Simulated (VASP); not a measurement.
Runs of VASP 6.6.1 on Ta2Si. The structure is that of space group I4/mcm (No. 140), or close to it. The cells are those of the table. 

| cell | further INCAR settings | gap on the mesh (eV) | pressure (GPa) | largest force (eV/Å) |
| --- | --- | --- | --- | --- |
| a = 5.419 Å, angles 104.6, 104.6, 119.7°, 6 atoms | ALGO = Fast; EDIFF = 1e-07; NBANDS = 35 | none | -32.5 | 0.24 |
| a = 5.219 Å, angles 104.6, 104.6, 119.7°, 6 atoms | ALGO = Fast; EDIFF = 1e-07; NBANDS = 35 | none | -21.0 | 0.16 |
| a = 5.122 Å, angles 106.4, 106.4, 115.8°, 6 atoms | ALGO = Fast; EDIFF = 1e-06; NBANDS = 35 | none | (a) | 0.13 |
| a = 5.270 Å, angles 105.5, 105.5, 117.8°, 6 atoms | ALGO = Fast; EDIFF = 1e-06; NBANDS = 35 | none | -25.3 | 0.17 |
| a = 5.169 Å, angles 103.7, 103.7, 121.6°, 6 atoms | ALGO = Fast; EDIFF = 1e-06; NBANDS = 35 | none | -15.1 | 0.12 |
| a = 5.369 Å, angles 103.8, 103.8, 121.6°, 6 atoms | ALGO = Fast; EDIFF = 1e-06; NBANDS = 35 | none | (c) | 0.27 |
| a = 5.274 Å, angles 102.1, 102.1, 125.4°, 6 atoms | ALGO = Fast; EDIFF = 1e-07; NBANDS = 35 | none | -19.0 | 0.17 |
| a = 5.321 Å, angles 103.0, 103.0, 123.5°, 6 atoms | ALGO = Fast; EDIFF = 1e-07; NBANDS = 35 | none | (b) | 0.25 |

Alike in all rows: task single point; level PBEsol; potentials or basis VASP PAW PBE potentials, release 64 (Ta_pv, Si); no spin polarisation; k mesh 12 × 12 × 12; cutoff (eV) 520; smearing gaussian 0.15 eV.

Q: Fill in the values left out.

A: (a) -13.8; (b) -25.1; (c) -29.5.

Caveats: the cell stands under tension; the PAW data sets were made with another functional, which shifts forces and pressure a little; spin-orbit coupling is left out, which moves the levels of the heavy elements.

A k mesh can miss the band edges, and the runs leave out spin-orbit coupling on Ta.

A gap of «none» marks levels without a gap at the run's occupations.
